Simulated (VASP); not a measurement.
Runs of VASP 6.6.1 on Ti. It takes space group Im-3m (No. 229, cubic). Conventional cell: a = 3.307 Å, b = 3.307 Å, c = 3.307 Å, α = 90.00°, β = 90.00°, γ = 90.00°. Within 3.8 Å of Ti (site symmetry m-3m) lie 14 Ti at 2.86 to 3.31 Å. 

| k mesh | smearing | gap on the mesh (eV) | pressure (GPa) |
| --- | --- | --- | --- |
| 12 × 12 × 12 | gaussian 0.15 eV | none | -4.8 |
| 12 × 12 × 12 | fermi-dirac 0.05 eV | none | -4.9 |
| 6 × 6 × 6 | fermi-dirac 0.05 eV | none | (a) |
| 12 × 12 × 12 | tetrahedron | none | -5.0 |

Alike in all rows: task single point; level PBE; potentials or basis VASP PAW PBE potentials, release 64 (Ti_sv); no spin polarisation; cell as given; cutoff (eV) 500.

Question: Fill in the values left out.

Answer: (a) -4.6.

Caveats: some runs use coarse meshes; tetrahedron occupations give inexact forces and stress in metals (some runs).

A gap of «none» marks levels without a gap at the run's occupations.
